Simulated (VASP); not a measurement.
Wanted: the native input for a VASP 6.6.1 run.

- Task: single point
- Functional: PBEsol
- Potentials or basis: VASP PAW PBE potentials, release 64 (Ta_pv, Si)
- Cutoff: 520 eV
- k mesh: 12 × 12 × 12
- Occupations: gaussian, width 0.15 eV
- Spin: no spin polarisation
- Dipole correction: no
- Further INCAR settings: ALGO = Fast; EDIFF = 1e-06; NBANDS = 35

The structure of Ta2Si lies in POSCAR:

```
Ta2Si
1.0
   -3.0683767195      3.0683767195      2.4191033869
    3.0683767195     -3.0683767195      2.4191033869
    3.0683767195      3.0683767195     -2.4191033869
Ta Si
4 2
Direct
    0.6630661939      0.8369338061      0.5000000000
    0.8369338061      0.3369338061      0.1738676123
    0.3369338061      0.1630661939      0.5000000000
    0.1630661939      0.6630661939      0.8261323878
    0.2500000000      0.2500000000      0.0000000000
    0.7500000000      0.7500000000      0.0000000000
```

This cell differs from its parent crystal: strain +0.000 along x and y, -0.040 along z.

The input as run:

INCAR

```
SYSTEM = Ta2Si
PREC = Accurate ; ENCUT = 520
EDIFF = 1E-6 ; ISMEAR = 0
SIGMA = 0.15 ; LREAL = .FALSE.
LASPH = .TRUE. ; NELM = 60
ALGO = Fast ; ISIF = 2
LWAVE = .FALSE. ; LCHARG = .FALSE.
GGA = PS ; NBANDS = 35
```

KPOINTS

```
Automatic mesh
0
G
  12 12 12
  0 0 0
```

Potentials or basis: VASP PAW PBE potentials, release 64 (Ta_pv, Si).

Command:

```sh
$ cat potpaw_PBE.64/Ta_pv/POTCAR potpaw_PBE.64/Si/POTCAR > POTCAR
$ mpirun -np 1 vasp_std > vasp.out
```

Results of the run:

The pressure is 10.6 GPa, the largest force is 0.167 eV/Å and the band gap on the k mesh is zero (band 26 reaches 8.60 eV, above the bottom of band 27 at 7.41 eV).

Caveat: the cell differs from its parent crystal (strain +0.000 along x and y, -0.040 along z); the PAW data sets were made with another functional, which shifts forces and pressure a little; spin-orbit coupling is left out, which moves the levels of the heavy elements.

It took 12 min on 1 thread of Oxide Virtual Turin-like Processor, with other jobs on the host, peak memory 0.49 GiB.
